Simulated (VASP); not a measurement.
# Be (Fm-3m) in VASP: a series of runs, part 2 of 2

VASP 6.6.1.

## (3) Elastic constants, PBE

This run uses another cell than the first one, of 7.89 Å³/atom.

File INCAR:

```
SYSTEM = Be
ALGO = Normal ; EDIFF = 1E-8
ENCUT = 600 ; GGA = PE
IBRION = 6 ; ISIF = 3
ISMEAR = -1 ; LASPH = .TRUE.
LCHARG = .FALSE. ; LREAL = .FALSE.
LWAVE = .FALSE. ; NELM = 100
NFREE = 2 ; NSW = 1
POTIM = 0.015 ; PREC = Accurate
SIGMA = 0.15
```

File KPOINTS:

```
k-points
0
G
  32 32 32
  0 0 0
```

File POSCAR:

```
Be
1.0
    0.0000000000      1.5800492021      1.5800492021
    1.5800492021      0.0000000000      1.5800492021
    1.5800492021      1.5800492021      0.0000000000
Be
1
Direct
    0.0000000000      0.0000000000      0.0000000000
```

Potentials or basis: VASP PAW PBE potentials, release 64 (Be).

Started as:

```bash
$ cat potpaw_PBE.64/Be/POTCAR > POTCAR
$ mpirun -np 1 vasp_std > vasp.out
```

OUTCAR:

```text
SYSTEM = Be
   EDIFF = 1E-8
   ENCUT = 600
   GGA = PE
   IBRION = 6
   ISIF = 3
   ISMEAR = -1
   LASPH = .TRUE.
   LREAL = .FALSE.
   NELM = 100
   NFREE = 2
   NSW = 1
   POTIM = 0.015
   PREC = Accurate

 ion  position               nearest neighbor table
[... 627 lines left out ...]
             X         Y         Z           dx          dy          dz
      0.000000  0.000000  0.000000     1.000000    0.000000    0.000000

   2 f/i=    0.000000 THz     0.000000 2PiTHz    0.000000 cm-1     0.000000 meV
             X         Y         Z           dx          dy          dz
      0.000000  0.000000  0.000000     0.000000    1.000000    0.000000

   3 f/i=    0.000000 THz     0.000000 2PiTHz    0.000000 cm-1     0.000000 meV
             X         Y         Z           dx          dy          dz
      0.000000  0.000000  0.000000     0.000000    0.000000    1.000000

--------------------------------------------------------------------------------------------------------

 ELASTIC MODULI CONTR FROM IONIC RELAXATION (kBar)
 Direction    XX          YY          ZZ          XY          YZ          ZX
 --------------------------------------------------------------------------------
 XX           0.0000      0.0000      0.0000      0.0000      0.0000      0.0000
 YY           0.0000      0.0000      0.0000      0.0000      0.0000      0.0000
 ZZ           0.0000      0.0000      0.0000      0.0000      0.0000      0.0000
 XY           0.0000      0.0000      0.0000      0.0000      0.0000      0.0000
 YZ           0.0000      0.0000      0.0000      0.0000      0.0000      0.0000
 ZX           0.0000      0.0000      0.0000      0.0000      0.0000      0.0000
 --------------------------------------------------------------------------------

 TOTAL ELASTIC MODULI (kBar)
 Direction    XX          YY          ZZ          XY          YZ          ZX
 --------------------------------------------------------------------------------
 XX        2153.0452    714.5516    714.5516      0.0000      0.0000     -0.0000
 YY         714.5516   2153.0452    714.5516      0.0000      0.0000     -0.0000
 ZZ         714.5516    714.5516   2153.0452     -0.0000      0.0000     -0.0000
 XY           0.0000      0.0000     -0.0000   1484.5866      0.0000      0.0000
 YZ           0.0000      0.0000      0.0000      0.0000   1484.5866      0.0000
 ZX          -0.0000     -0.0000     -0.0000      0.0000      0.0000   1484.5866
 --------------------------------------------------------------------------------
```

OSZICAR:

```text
N       E                     dE             d eps       ncg     rms          rms(c)
DAV:   1    -0.163640645109E+01   -0.16364E+01   -0.12221E+03  9360   0.369E+02
DAV:   2    -0.371084085906E+01   -0.20744E+01   -0.19079E+01 12350   0.420E+01
DAV:   3    -0.372049332024E+01   -0.96525E-02   -0.96294E-02 10455   0.240E+00
[... 113 lines left out ...]
DAV:   1    -0.369017110007E+01    0.33575E-04   -0.12206E-01  8970   0.224E+00    0.169E-02
DAV:   2    -0.369020230620E+01   -0.31206E-04   -0.24865E-04 11740   0.183E-01    0.103E-02
DAV:   3    -0.369020470988E+01   -0.24037E-05   -0.77070E-07 11510   0.122E-02    0.210E-04
DAV:   4    -0.369020467288E+01    0.36996E-07   -0.43889E-10 11970   0.264E-04    0.118E-04
DAV:   5    -0.369020468224E+01   -0.93581E-08   -0.69026E-11  8910   0.130E-04
  15 F= -.36902047E+01 E0= -.36859963E+01  d E =-.841668E-02
```

stdout:

```text
POSCAR found type information on POSCAR Be
 POSCAR found :  1 types and       1 ions
 scaLAPACK will be used
 LDA part: xc-table for (Slater+PW92), standard interpolation
 POSCAR, INCAR and KPOINTS ok, starting setup
 FFT: planning ... GRIDC
 FFT: planning ... GRID_SOFT
 FFT: planning ... GRID
 WAVECAR not read
 entering main loop
 Found     1 degrees of freedom:
 Adding 6 more for cell shape distortion
 Finite differences POTIM= 0.01500 DOF=   7
 bond charge predicted
 Finite differences progress:
 bond charge predicted
 Finite differences progress:
 bond charge predicted
 Finite differences progress:
 bond charge predicted
 Finite differences progress:
 bond charge predicted
 Finite differences progress:
 bond charge predicted
 Finite differences progress:
 bond charge predicted
 Finite differences progress:
 bond charge predicted
 Finite differences progress:
 bond charge predicted
 Finite differences progress:
 bond charge predicted
 Finite differences progress:
 bond charge predicted
 Finite differences progress:
 bond charge predicted
 Finite differences progress:
 bond charge predicted
 Finite differences progress:
 bond charge predicted
 Finite differences progress:
```

It took 26 min on 1 thread of Intel Xeon Platinum 8259CL at 2.50GHz (Skylake/Cascade Lake), shared host; peak memory 0.77 GiB.

What came out:

* Elastic constants C11, C12, C44: 215, 71, 148 GPa
* Voigt bulk modulus: 119 GPa

Elastic tensor in Voigt notation (GPa, in the Cartesian axes of the cell as first typed):
```
215  71  71   0   0   0
 71 215  71   0   0   0
 71  71 215   0   0   0
  0   0   0 148   0   0
  0   0   0   0 148   0
  0   0   0   0   0 148
```

Clamped-ion elastic tensor (GPa):
```
215  71  71   0   0   0
 71 215  71   0   0   0
 71  71 215   0   0   0
  0   0   0 148   0   0
  0   0   0   0 148   0
  0   0   0   0   0 148
```
